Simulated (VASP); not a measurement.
# NaF in VASP: single point with PBE

Aim: the single point of NaF with PBE.

Everything below comes from runs of VASP 6.6.1. Logs are shortened: lines on timing, memory, paths and dates and some standing lists are left out, and cuts for length are marked.

### Step 1. The cell of the first run

The cell holds a wire or tube with vacuum around it, 2 atoms: a = 10.900 Å, b = 9.300 Å, c = 4.127 Å, α = 90.00°, β = 90.00°, γ = 90.00°.

### Step 2. Single point, PBE, collinear spin

The input, INCAR:

```
PREC     = Accurate       # precision mode
ENCUT    = 520            # plane-wave cutoff, eV
EDIFF    = 1E-7           # SCF threshold, eV
ISMEAR   = 0              # smearing method
SIGMA    = 0.05           # smearing width, eV
LREAL    = False          # projectors in reciprocal space
LASPH    = True           # aspherical terms in the spheres
NELM     = 150            # most SCF steps
ALGO     = Normal         # electronic algorithm
ISIF     = 2              # what is computed and relaxed
LWAVE    = False          # write WAVECAR
LCHARG   = True           # write CHGCAR
ISPIN    = 2              # spin polarisation
MAGMOM   = 0.5 0.5        # initial moments
LORBIT   = 11             # projections on sites
GGA      = PE             # functional
LELF     = True           # ELF
LVHAR    = True         
NBANDS   = 18             # bands
```

The input, KPOINTS:

```
regular mesh
0
Gamma
  1 1 29
```

The input, POSCAR:

```
NaF
1.0
   10.9000000000      0.0000000000      0.0000000000
    0.0000000000      9.3000000000      0.0000000000
    0.0000000000      0.0000000000      4.1272253858
Na F
1 1
Direct
    0.4999992901      0.5000000000      0.0000000000
    0.5000007099      0.5000000000      0.5000000000
```

Potentials or basis: VASP PAW PBE potentials, release 64 (Na_pv, F).

On the command line:

```
cat potpaw_PBE.64/Na_pv/POTCAR potpaw_PBE.64/F/POTCAR > POTCAR
mpirun -np 1 vasp_std > vasp.out
```

OUTCAR:

```text
PREC = Accurate
   ENCUT = 520
   EDIFF = 1E-7
   ISMEAR = 0
   LREAL = False
   LASPH = True
   NELM = 150
   ISIF = 2
   ISPIN = 2
   LORBIT = 11
   GGA = PE

 ion  position               nearest neighbor table
   1  0.500  0.500  0.000-   2 2.06   2 2.06
   2  0.500  0.500  0.500-   1 2.06   1 2.06

  LATTYP: Found a simple orthorhombic cell.
 ALAT       =     4.1272253858
 B/A-ratio  =     2.2533298114
 C/A-ratio  =     2.6409994563

  Lattice vectors:

 A1 = (   0.0000000000,   0.0000000000,  -4.1272253858)
 A2 = (   0.0000000000,   9.3000000000,   0.0000000000)
 A3 = (  10.9000000000,   0.0000000000,   0.0000000000)

Analysis of symmetry for initial positions (statically):
=====================================================================
 Subroutine PRICEL returns:
 Original cell was already a primitive cell.

 Routine SETGRP: Setting up the symmetry group for a
 simple orthorhombic supercell.

 Subroutine GETGRP returns: Found  8 space group operations
 (whereof  8 operations were pure point group operations)
 out of a pool of  8 trial point group operations.

The static configuration has the point symmetry D_2h.

Analysis of symmetry for dynamics (positions and initial velocities):
=====================================================================
 Subroutine PRICEL returns:
 Original cell was already a primitive cell.

 Routine SETGRP: Setting up the symmetry group for a
 simple orthorhombic supercell.

 Subroutine GETGRP returns: Found  8 space group operations
 (whereof  8 operations were pure point group operations)
 out of a pool of  8 trial point group operations.

The dynamic configuration has the point symmetry D_2h.

Analysis of structural, dynamic, and magnetic symmetry:
=====================================================================
 Subroutine PRICEL returns:
 Original cell was already a primitive cell.

 Routine SETGRP: Setting up the symmetry group for a
 simple orthorhombic supercell.

 Subroutine GETGRP returns: Found  8 space group operations
 (whereof  8 operations were pure point group operations)
 out of a pool of  8 trial point group operations.

The overall configuration has the point symmetry D_2h.

 Subroutine INISYM returns: Found  8 space group operations
 (whereof  8 operations are pure point group operations),
 and found     1 'primitive' translations

----------------------------------------------------------------------------------------

                                     Primitive cell

  volume of cell :     418.3768

  direct lattice vectors                    reciprocal lattice vectors
    10.900000000  0.000000000  0.000000000     0.091743119  0.000000000  0.000000000
     0.000000000  9.300000000  0.000000000     0.000000000  0.107526882  0.000000000
     0.000000000  0.000000000  4.127225386     0.000000000  0.000000000  0.242293528

  length of vectors
    10.900000000  9.300000000  4.127225386     0.091743119  0.107526882  0.242293528

  position of ions in fractional coordinates (direct lattice)
     0.499999290  0.500000000  0.000000000
     0.500000710  0.500000000  0.500000000

  ion indices of the primitive-cell ions
   primitive index   ion index
                 1           1
                 2           2

----------------------------------------------------------------------------------------

 KPOINTS: regular mesh

Automatic generation of k-mesh.
 Grid dimensions read from file:
 generate k-points for:    1    1   29

 Generating k-lattice:

  Cartesian coordinates                     Fractional coordinates (reciprocal lattice)
     0.091743119  0.000000000  0.000000000     1.000000000  0.000000000  0.000000000
     0.000000000  0.107526882  0.000000000     0.000000000  1.000000000  0.000000000
     0.000000000  0.000000000  0.008354949     0.000000000  0.000000000  0.034482759

  Length of vectors
     0.091743119  0.107526882  0.008354949

  Shift w.r.t. Gamma in fractional coordinates (k-lattice)
     0.000000000  0.000000000  0.000000000

 Subroutine IBZKPT returns following result:
 ===========================================

 Found     15 irreducible k-points:

 Following reciprocal coordinates:
            Coordinates               Weight
  0.000000  0.000000  0.000000      1.000000
  0.000000  0.000000  0.034483      2.000000
  0.000000  0.000000  0.068966      2.000000
  0.000000  0.000000  0.103448      2.000000
  0.000000  0.000000  0.137931      2.000000
  0.000000  0.000000  0.172414      2.000000
  0.000000  0.000000  0.206897      2.000000
  0.000000  0.000000  0.241379      2.000000
  0.000000  0.000000  0.275862      2.000000
  0.000000  0.000000  0.310345      2.000000
  0.000000  0.000000  0.344828      2.000000
  0.000000  0.000000  0.379310      2.000000
  0.000000  0.000000  0.413793      2.000000
  0.000000  0.000000  0.448276      2.000000
  0.000000  0.000000  0.482759      2.000000
   k-points           NKPTS =     15   k-points in BZ     NKDIM =     15   number of bands    NBANDS=     18
   number of dos      NEDOS =    301   number of ions     NIONS =      2
   total plane-waves  NPLWV = 188160
   dimension x,y,z NGX =    84 NGY =   70 NGZ =   32
   dimension x,y,z NGXF=   168 NGYF=  140 NGZF=   64
   ions per type =               1   1
   NGX,Y,Z   is equivalent  to a cutoff of  12.81, 12.51, 12.89 a.u.
   NGXF,Y,Z  is equivalent  to a cutoff of  25.62, 25.03, 25.78 a.u.
 SYSTEM =  unknown system
   PREC   = accura    normal or accurate (medium, high low for compatibility)
   ISTART =      0    job   : 0-new  1-cont  2-samecut
   ICHARG =      2    charge: 1-file 2-atom 10-const
   ISPIN  =      2    spin polarized calculation?
   LNONCOLLINEAR =      F non collinear calculations
   LSORBIT =      F    spin-orbit coupling
   LASPH  =      T    aspherical Exc in radial PAW
   ENCUT  =  520.0 eV  38.22 Ry    6.18 a.u.  20.27 17.29  7.67*2*pi/ulx,y,z
   NELM   =    150;   NELMIN=  2; NELMDL= -5     # of ELM steps
   EDIFF  = 0.1E-06   stopping-criterion for ELM
   LREAL  =      F    real-space projection
   EDIFFG = 0.1E-05   stopping-criterion for IOM
   NSW    =      0    number of steps for IOM
   IBRION =     -1    ionic relax: 0-MD 1-quasi-New 2-CG
   NFREE  =      0    steps in history (QN), initial steepest desc. (CG)
   ISIF   =      2    stress and relaxation
   ISYM   =      2    0-nonsym 1-usesym 2-fastsym
   POTIM  = 0.5000    time-step for ionic-motion
   TEBEG  =    0.0;   TEEND  =   0.0 temperature during run
   PSTRESS=    0.0 pullay stress
   NELECT =      14.0000    total number of electrons
   NUPDOWN=      -1.0000    fix difference up-down
   EMIN   =  10.00;   EMAX   =-10.00  energy-range for DOS
   EFERMI =   0.00;   METHOD = LEGACY
   ISMEAR =     0;   SIGMA  =   0.05  broadening in eV -4-tet -1-fermi 0-gaus
   EFERMI_NEDOS =   21; number of points for ismear=-14 and -15
   IALGO  =     38    algorithm
   IMIX   =      4    mixing-type and parameters
     AMIX     =   0.40;   BMIX     =  1.00
     AMIX_MAG =   1.60;   BMIX_MAG =  1.00
  volume/ion in A,a.u.               =     209.19      1411.67
  Fermi-wavevector in a.u.,A,eV,Ry     =   0.527548  0.996920  3.786589  0.278306
  Thomas-Fermi vector in A             =   1.548762
   LORBIT       =     11    0 simple, 1 ext, 2 COOP (PROOUT), +10 PAW based schemes
   GGA     = PE    functional components
   LHFCALC =     F    Hartree Fock is set to
   AEXX    =    0.0000 exact exchange contribution
   IVDW    =     0    specifies the selected vdW correction
   LEPSILON=     F    determine dielectric tensor
   LRPA    =     F    only Hartree local field effects (RPA)
 spin polarized calculation
 Gauss-broadening in eV      SIGMA  =   0.05
  energy-cutoff  :      520.00
  volume of cell :      418.38
 maximum number of plane-waves:     11307
 NGX is ok and might be reduce to    84
   NGX = 41   NGY = 35   NGZ = 15

 number of electron      14.0000006 magnetization      -0.0000015

 number of electron      14.0000006 magnetization       0.0000008

 Free energy of the ion-electron system (eV)
  ---------------------------------------------------
  ext. energy  EPLUGINS =         0.00000000
  ---------------------------------------------------
  free energy    TOTEN  =        -7.55590065 eV

  energy without entropy =       -7.55590065  energy(sigma->0) =       -7.55590065

 E-fermi :  -5.8752     XC(G=0):  -1.2388

 val. band max:       -6.1683160575   @ k =   0.0000   0.0000   0.4828
 cond. band min:      -0.9138647278   @ k =   0.0000   0.0000   0.0000
 fundamental gap:      5.2544513297
 Fermi energy:        -5.8751770374

 spin component 1

 k-point     1 :       0.0000    0.0000    0.0000
  band No.  band energies     occupation
      1     -26.6368      1.00000
      2     -26.6368      1.00000
      3     -26.4266      1.00000
      4     -24.6906      1.00000
      5      -6.3656      1.00000
      6      -6.1834      1.00000
[... 10 lines left out ...]
     17       4.4283      0.00000
     18       4.4676      0.00000
[... 274 lines left out ...]
 k-point    15 :       0.0000    0.0000    0.4828
  band No.  band energies     occupation
      1     -26.7663      1.00000
      2     -26.6354      1.00000
      3     -26.6354      1.00000
      4     -24.2296      1.00000
      5      -6.8374      1.00000
      6      -6.1685      1.00000
[... 10 lines left out ...]
     17       3.7985      0.00000
     18       4.3803      0.00000
 Fermi energy:        -5.8751770374

 spin component 2

 k-point     1 :       0.0000    0.0000    0.0000
  band No.  band energies     occupation
      1     -26.6368      1.00000
      2     -26.6368      1.00000
      3     -26.4266      1.00000
      4     -24.6906      1.00000
      5      -6.3656      1.00000
      6      -6.1834      1.00000
[... 10 lines left out ...]
     17       4.4280      0.00000
     18       4.4657      0.00000
[... 274 lines left out ...]
 k-point    15 :       0.0000    0.0000    0.4828
  band No.  band energies     occupation
      1     -26.7663      1.00000
      2     -26.6354      1.00000
      3     -26.6354      1.00000
      4     -24.2296      1.00000
      5      -6.8374      1.00000
      6      -6.1685      1.00000
[... 10 lines left out ...]
     17       3.7880      0.00000
     18       4.4839      0.00000

------------------------ aborting loop because EDIFF is reached ----------------------------------------

  FORCE on cell =-STRESS in cart. coord.  units (eV):
  Direction    XX          YY          ZZ          XY          YZ          ZX
  --------------------------------------------------------------------------------------
  -------------------------------------------------------------------------------------
  Total       -0.0430931     -0.0409439      0.1363156      0.0000000      0.0000000      0.0000000
  in kB       -0.1650253     -0.1567950      0.5220216      0.0000000      0.0000000      0.0000000
  external PRESSURE =       0.0667338 kB  Pullay stress =       0.0000000 kB

 VOLUME and BASIS-vectors are now :
 -----------------------------------------------------------------------------
  energy-cutoff  :      520.00
  volume of cell :      418.38
      direct lattice vectors                 reciprocal lattice vectors
    10.900000000  0.000000000  0.000000000     0.091743119  0.000000000  0.000000000
     0.000000000  9.300000000  0.000000000     0.000000000  0.107526882  0.000000000
     0.000000000  0.000000000  4.127225386     0.000000000  0.000000000  0.242293528

 POSITION                                       TOTAL-FORCE (eV/Angst)
 -----------------------------------------------------------------------------------
      5.44999      4.65000      0.00000         0.000000      0.000000      0.000000
      5.45001      4.65000      2.06361         0.000000      0.000000      0.000000
 -----------------------------------------------------------------------------------
    total drift:                               -0.013934     -0.000000      0.000000

  FREE ENERGIE OF THE ION-ELECTRON SYSTEM (eV)
  ---------------------------------------------------
  free  energy   TOTEN  =        -7.5559006514 eV

  energy  without entropy=       -7.5559006514  energy(sigma->0) =       -7.55590065

 total charge

# of ion       s       p       d       tot
------------------------------------------
    1        0.050   5.991   0.000   6.041
    2        1.730   4.355   0.000   6.085
--------------------------------------------------
tot          1.780  10.346   0.000  12.126

 magnetization (x)

# of ion       s       p       d       tot
------------------------------------------
    1        0.000  -0.000   0.000  -0.000
    2        0.000   0.000   0.000   0.000
--------------------------------------------------
tot          0.000   0.000   0.000   0.000
```

Wall time 5.9 min (1 thread of Intel Xeon Platinum 8488C (Sapphire Rapids), shared host); peak memory 0.68 GiB.

Results:

```yaml
Free_energy: -7.5559 eV
Band_gap_on_the_k_mesh: 5.25 eV (least direct gap 5.27 eV)
Net_moment: 0.00 μB per cell
Valence_electrons_inside_the_program's_atomic_spheres: Na 6.04; F 6.08
```
